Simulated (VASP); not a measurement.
# ZrH5 (I4/mmm) in VASP: single point with PBE

Aim: the single point of ZrH5 with PBE.

Everything below comes from runs of VASP 6.6.1. Logs are shortened: lines on timing, memory, paths and dates and some standing lists are left out, and cuts for length are marked.

## Step 1: The cell of the first run

The structure is tetragonal, space group I4/mmm (No. 139). Conventional cell: a = 5.128 Å, b = 5.128 Å, c = 3.909 Å, α = 90.00°, β = 90.00°, γ = 90.00°. Within 2.6 Å of Zr (site symmetry 4/mmm) lie 6 H at 1.95 to 2.13 Å. Within 1.2 Å of H (site symmetry m2m) lie 1 H at 0.87 Å. Within 2.6 Å of H (site symmetry 4/mmm) lie 2 Zr at 1.95 Å.

## Step 2: Single point, PBE

INCAR

```
  PREC = Accurate
  ENCUT = 500
  EDIFF = 1E-6
  ISMEAR = 0
  SIGMA = 0.2
  LREAL = F
  LASPH = T
  NELM = 120
  ALGO = Normal
  ISIF = 2
  LWAVE = F
  LCHARG = F
  GGA = PE
  NBANDS = 18
  GGA_COMPAT = F
```

KPOINTS

```
Automatic mesh
0
Gamma
  5 5 5
```

POSCAR

```
ZrH5
1.0
   -2.5638225961      2.5638225961      1.9543295658
    2.5638225961     -2.5638225961      1.9543295658
    2.5638225961      2.5638225961     -1.9543295658
Zr H
1 5
Direct
    0.5000000000      0.5000000000      0.0000000000
    0.5000000000      0.9154854646      0.4154854646
    0.5000000000      0.0845145354      0.5845145354
    0.9154854646      0.5000000000      0.4154854646
    0.0845145354      0.5000000000      0.5845145354
    0.0000000000      0.0000000000      0.0000000000
```

Potentials or basis: VASP PAW PBE potentials, release 64 (Zr_sv, H).

Run with:

```bash
> cat potpaw_PBE.64/Zr_sv/POTCAR potpaw_PBE.64/H/POTCAR > POTCAR
> mpirun -np 1 vasp_std > vasp.out
```

OUTCAR:

```text
PREC = Accurate
   ENCUT = 500
   EDIFF = 1E-6
   ISMEAR = 0
   LREAL = F
   LASPH = T
   NELM = 120
   ISIF = 2
   GGA = PE

 ion  position               nearest neighbor table
   1  0.500  0.500  0.000-   6 1.95   6 1.95   4 2.13   5 2.13   2 2.13   3 2.13
   2  0.500  0.915  0.415-   3 0.87   1 2.13
   3  0.500  0.085  0.585-   2 0.87   1 2.13
   4  0.915  0.500  0.415-   5 0.87   1 2.13
   5  0.085  0.500  0.585-   4 0.87   1 2.13
   6  0.000  0.000  0.000-   1 1.95   1 1.95

  LATTYP: Found a body centered tetragonal cell.
 ALAT       =     5.1276451922
 C/A-ratio  =     0.7622717612

  Lattice vectors:

 A1 = (  -2.5638225961,   2.5638225961,   1.9543295658)
 A2 = (   2.5638225961,  -2.5638225961,   1.9543295658)
 A3 = (   2.5638225961,   2.5638225961,  -1.9543295658)

Analysis of symmetry for initial positions (statically):
=====================================================================
 Subroutine PRICEL returns:
 Original cell was already a primitive cell.

 Routine SETGRP: Setting up the symmetry group for a
 body centered tetragonal supercell.

 Subroutine GETGRP returns: Found 16 space group operations
 (whereof 16 operations were pure point group operations)
 out of a pool of 16 trial point group operations.

The static configuration has the point symmetry D_4h.

Analysis of symmetry for dynamics (positions and initial velocities):
=====================================================================
 Subroutine PRICEL returns:
 Original cell was already a primitive cell.

 Routine SETGRP: Setting up the symmetry group for a
 body centered tetragonal supercell.

 Subroutine GETGRP returns: Found 16 space group operations
 (whereof 16 operations were pure point group operations)
 out of a pool of 16 trial point group operations.

The dynamic configuration has the point symmetry D_4h.

 Subroutine INISYM returns: Found 16 space group operations
 (whereof 16 operations are pure point group operations),
 and found     1 'primitive' translations

----------------------------------------------------------------------------------------

                                     Primitive cell

  volume of cell :      51.3847

  direct lattice vectors                    reciprocal lattice vectors
    -2.563822596  2.563822596  1.954329566     0.000000000  0.195021294  0.255842212
     2.563822596 -2.563822596  1.954329566     0.195021294  0.000000000  0.255842212
     2.563822596  2.563822596 -1.954329566     0.195021294  0.195021294  0.000000000

  length of vectors
     4.118953345  4.118953345  4.118953345     0.321696352  0.321696352  0.275801759

  position of ions in fractional coordinates (direct lattice)
     0.500000000  0.500000000  0.000000000
     0.500000000  0.915485465  0.415485465
     0.500000000  0.084514535  0.584514535
     0.915485465  0.500000000  0.415485465
     0.084514535  0.500000000  0.584514535
     0.000000000  0.000000000  0.000000000

  ion indices of the primitive-cell ions
   primitive index   ion index
                 1           1
                 2           2
                 3           3
                 4           4
                 5           5
                 6           6

----------------------------------------------------------------------------------------

 KPOINTS: Automatic mesh

Automatic generation of k-mesh.
 Grid dimensions read from file:
 generate k-points for:    5    5    5

 Generating k-lattice:

  Cartesian coordinates                     Fractional coordinates (reciprocal lattice)
     0.000000000  0.039004259  0.051168442     0.200000000  0.000000000 -0.000000000
     0.039004259  0.000000000  0.051168442     0.000000000  0.200000000 -0.000000000
     0.039004259  0.039004259  0.000000000     0.000000000  0.000000000  0.200000000

  Length of vectors
     0.064339270  0.064339270  0.055160352

  Shift w.r.t. Gamma in fractional coordinates (k-lattice)
     0.000000000  0.000000000  0.000000000

 Subroutine IBZKPT returns following result:
 ===========================================

 Found     18 irreducible k-points:

 Following reciprocal coordinates:
            Coordinates               Weight
  0.000000  0.000000  0.000000      1.000000
  0.200000  0.000000  0.000000      8.000000
  0.400000  0.000000  0.000000      8.000000
  0.200000  0.200000  0.000000      8.000000
  0.400000  0.200000 -0.000000     16.000000
 -0.400000  0.200000 -0.000000     16.000000
[... 10 lines left out ...]
 -0.400000  0.400000  0.400000      4.000000
 -0.400000 -0.400000  0.400000      2.000000
   k-points           NKPTS =     18   k-points in BZ     NKDIM =     18   number of bands    NBANDS=     18
   number of dos      NEDOS =    301   number of ions     NIONS =      6
   total plane-waves  NPLWV =  27000
   dimension x,y,z NGX =    30 NGY =   30 NGZ =   30
   dimension x,y,z NGXF=    60 NGYF=   60 NGZF=   60
   ions per type =               1   5
   NGX,Y,Z   is equivalent  to a cutoff of  12.11, 12.11, 12.11 a.u.
   NGXF,Y,Z  is equivalent  to a cutoff of  24.22, 24.22, 24.22 a.u.
 SYSTEM =  unknown system
   PREC   = accura    normal or accurate (medium, high low for compatibility)
   ISTART =      0    job   : 0-new  1-cont  2-samecut
   ICHARG =      2    charge: 1-file 2-atom 10-const
   ISPIN  =      1    spin polarized calculation?
   LNONCOLLINEAR =      F non collinear calculations
   LSORBIT =      F    spin-orbit coupling
   LASPH  =      T    aspherical Exc in radial PAW
   ENCUT  =  500.0 eV  36.75 Ry    6.06 a.u.   7.51  7.51  7.51*2*pi/ulx,y,z
   NELM   =    120;   NELMIN=  2; NELMDL= -5     # of ELM steps
   EDIFF  = 0.1E-05   stopping-criterion for ELM
   LREAL  =      F    real-space projection
   EDIFFG = 0.1E-04   stopping-criterion for IOM
   NSW    =      0    number of steps for IOM
   IBRION =     -1    ionic relax: 0-MD 1-quasi-New 2-CG
   NFREE  =      0    steps in history (QN), initial steepest desc. (CG)
   ISIF   =      2    stress and relaxation
   ISYM   =      2    0-nonsym 1-usesym 2-fastsym
   POTIM  = 0.5000    time-step for ionic-motion
   TEBEG  =    0.0;   TEEND  =   0.0 temperature during run
   PSTRESS=    0.0 pullay stress
   NELECT =      17.0000    total number of electrons
   NUPDOWN=      -1.0000    fix difference up-down
   EMIN   =  10.00;   EMAX   =-10.00  energy-range for DOS
   EFERMI =   0.00;   METHOD = LEGACY
   ISMEAR =     0;   SIGMA  =   0.20  broadening in eV -4-tet -1-fermi 0-gaus
   EFERMI_NEDOS =   21; number of points for ismear=-14 and -15
   IALGO  =     38    algorithm
   IMIX   =      4    mixing-type and parameters
     AMIX     =   0.40;   BMIX     =  1.00
     AMIX_MAG =   1.60;   BMIX_MAG =  1.00
  volume/ion in A,a.u.               =       8.56        57.79
  Fermi-wavevector in a.u.,A,eV,Ry     =   1.132261  2.139663 17.442874  1.282015
  Thomas-Fermi vector in A             =   2.268962
   LORBIT       =      0    0 simple, 1 ext, 2 COOP (PROOUT), +10 PAW based schemes
   GGA     = PE    functional components
   LHFCALC =     F    Hartree Fock is set to
   AEXX    =    0.0000 exact exchange contribution
   IVDW    =     0    specifies the selected vdW correction
   LEPSILON=     F    determine dielectric tensor
   LRPA    =     F    only Hartree local field effects (RPA)
 non-spin polarized calculation
 Gauss-broadening in eV      SIGMA  =   0.20
  energy-cutoff  :      500.00
  volume of cell :       51.38
 maximum number of plane-waves:      1321
 NGX is ok and might be reduce to    30
   NGX = 15   NGY = 15   NGZ = 15

 number of electron      16.9999999 magnetization

 Free energy of the ion-electron system (eV)
  ---------------------------------------------------
  ext. energy  EPLUGINS =         0.00000000
  ---------------------------------------------------
  free energy    TOTEN  =       -22.62423159 eV

  energy without entropy =      -22.54813999  energy(sigma->0) =      -22.58618579

 E-fermi :   3.7105     XC(G=0):  -9.4418

 val. band max:        3.6317946809   @ k =  -0.4000  -0.4000   0.2000
 cond. band min:       3.7289695177   @ k =  -0.4000  -0.4000   0.4000
 fundamental gap:      0.0971748368
 Fermi energy:         3.7105130630

 k-point     1 :       0.0000    0.0000    0.0000
  band No.  band energies     occupation
      1     -45.6882      2.00000
      2     -23.6892      2.00000
      3     -23.6459      2.00000
      4     -23.6459      2.00000
      5      -6.3251      2.00000
      6      -0.8558      2.00000
[... 10 lines left out ...]
     17      11.6768      0.00000
     18      15.8433      0.00000

 k-point     2 :       0.2000    0.0000    0.0000
  band No.  band energies     occupation
      1     -45.6854      2.00000
      2     -23.7353      2.00000
      3     -23.6540      2.00000
      4     -23.6521      2.00000
      5      -5.8101      2.00000
      6      -1.4171      2.00000
[... 10 lines left out ...]
     17      12.7627      0.00000
     18      13.4138      0.00000

 k-point     3 :       0.4000    0.0000    0.0000
  band No.  band energies     occupation
      1     -45.6808      2.00000
      2     -23.8096      2.00000
      3     -23.6655      2.00000
      4     -23.6619      2.00000
      5      -4.5250      2.00000
      6      -2.8314      2.00000
[... 10 lines left out ...]
     17      14.9046      0.00000
     18      15.5010      0.00000

 k-point     4 :       0.2000    0.2000    0.0000
  band No.  band energies     occupation
      1     -45.6812      2.00000
      2     -23.8068      2.00000
      3     -23.6640      2.00000
      4     -23.6585      2.00000
      5      -4.6978      2.00000
      6      -2.7936      2.00000
[... 249 lines left out ...]
      4     -23.6569      2.00000
      5      -4.9849      2.00000
      6      -2.8555      2.00000
[... 10 lines left out ...]
     17      12.8469      0.00000
     18      16.0483      0.00000

 k-point    17 :      -0.4000    0.4000    0.4000
  band No.  band energies     occupation
      1     -45.6827      2.00000
      2     -23.7092      2.00000
      3     -23.6926      2.00000
      4     -23.6897      2.00000
      5      -5.3509      2.00000
      6      -1.9947      2.00000
[... 10 lines left out ...]
     17      14.4954      0.00000
     18      17.9206      0.00000

 k-point    18 :      -0.4000   -0.4000    0.4000
  band No.  band energies     occupation
      1     -45.6810      2.00000
      2     -23.7504      2.00000
      3     -23.6875      2.00000
      4     -23.6875      2.00000
      5      -5.0704      2.00000
      6      -2.3258      2.00000
[... 10 lines left out ...]
     17      13.6084      0.00000
     18      14.9369      0.00000

------------------------ aborting loop because EDIFF is reached ----------------------------------------

  FORCE on cell =-STRESS in cart. coord.  units (eV):
  Direction    XX          YY          ZZ          XY          YZ          ZX
  --------------------------------------------------------------------------------------
  -------------------------------------------------------------------------------------
  Total       -0.0549626     -0.0549626     -0.0805565      0.0000000      0.0000000      0.0000000
  in kB       -1.7137377     -1.7137377     -2.5117566      0.0000000      0.0000000      0.0000000
  external PRESSURE =      -1.9797440 kB  Pullay stress =       0.0000000 kB

 VOLUME and BASIS-vectors are now :
 -----------------------------------------------------------------------------
  energy-cutoff  :      500.00
  volume of cell :       51.38
      direct lattice vectors                 reciprocal lattice vectors
    -2.563822596  2.563822596  1.954329566     0.000000000  0.195021294  0.255842212
     2.563822596 -2.563822596  1.954329566     0.195021294  0.000000000  0.255842212
     2.563822596  2.563822596 -1.954329566     0.195021294  0.195021294  0.000000000

 POSITION                                       TOTAL-FORCE (eV/Angst)
 -----------------------------------------------------------------------------------
      0.00000      0.00000      1.95433        -0.000000      0.000000     -0.000000
      2.13046      0.00000      1.95433        -0.002103      0.000000      0.000000
      0.43336      2.56382      0.00000         0.002103      0.000000      0.000000
      0.00000      2.13046      1.95433        -0.000000     -0.002103      0.000000
      2.56382      0.43336      0.00000        -0.000000      0.002103      0.000000
      0.00000      0.00000      0.00000        -0.000000      0.000000      0.000000
 -----------------------------------------------------------------------------------
    total drift:                                0.000000     -0.000000      0.000000

  FREE ENERGIE OF THE ION-ELECTRON SYSTEM (eV)
  ---------------------------------------------------
  free  energy   TOTEN  =       -22.6242315853 eV

  energy  without entropy=      -22.5481399873  energy(sigma->0) =      -22.58618579
```

It took 17 s on 1 thread of AMD EPYC 7R43 (Zen 3), shared host; peak memory 0.13 GiB.

Results:

- Free energy: -22.6242 eV
- Pressure: -0.2 GPa

Forces in eV/Å, atoms in the order of the input:
```
Zr   0.000  0.000  0.000
H   -0.002  0.000  0.000
H    0.002  0.000  0.000
H    0.000 -0.002  0.000
H    0.000  0.002  0.000
H    0.000  0.000  0.000
```

Caveat: the k points lie up to 0.40 Å⁻¹ apart.
